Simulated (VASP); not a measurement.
HfO2, 3 atoms in the cell. Symmetry: Fm-3m, No. 225, cubic system. The conventional cell has a = 5.115 Å, b = 5.115 Å, c = 5.115 Å, α = 90.00°, β = 90.00°, γ = 90.00°. Hf (site symmetry m-3m) has 8 O at 2.21 Å within 2.9 Å. O (site symmetry -43m) has 4 Hf at 2.21 Å and 6 O at 2.56 Å within 2.9 Å. 

- Program: VASP 6.6.1
- Task: single point
- Functional: PBEsol
- Potentials or basis: VASP PAW PBE potentials, release 64 (Hf_pv, O)
- Cutoff: 520 eV
- k mesh: 9 × 9 × 9
- Occupations: fermi-dirac, width 0.05 eV
- Spin: no spin polarisation
- Dipole correction: no
- k mesh for the DOS: 14 × 14 × 14
- Occupations for the DOS: tetrahedron
- Further INCAR settings: ALGO = Normal; EDIFF = 1e-07

Potentials or basis: VASP PAW PBE potentials, release 64 (Hf_pv, O).

Launch:

```sh
$ cat potpaw_PBE.64/Hf_pv/POTCAR potpaw_PBE.64/O/POTCAR > POTCAR
$ cp INCAR.step1 INCAR
$ cp KPOINTS.step1 KPOINTS
$ mpirun -np 1 vasp_std > vasp.out
$ cp INCAR.step2 INCAR
$ cp KPOINTS.step2 KPOINTS
$ mpirun -np 1 vasp_std > vasp.out
```

Hardware: 1 thread of Intel Xeon 8259CL, with other jobs on the host.

Problem. How long does it take, and how much memory?

Solution. Wall time 83 s on 1 thread of Intel Xeon 8259CL, with other jobs on the host, peak memory 0.19 GiB. Counts: k points 104.
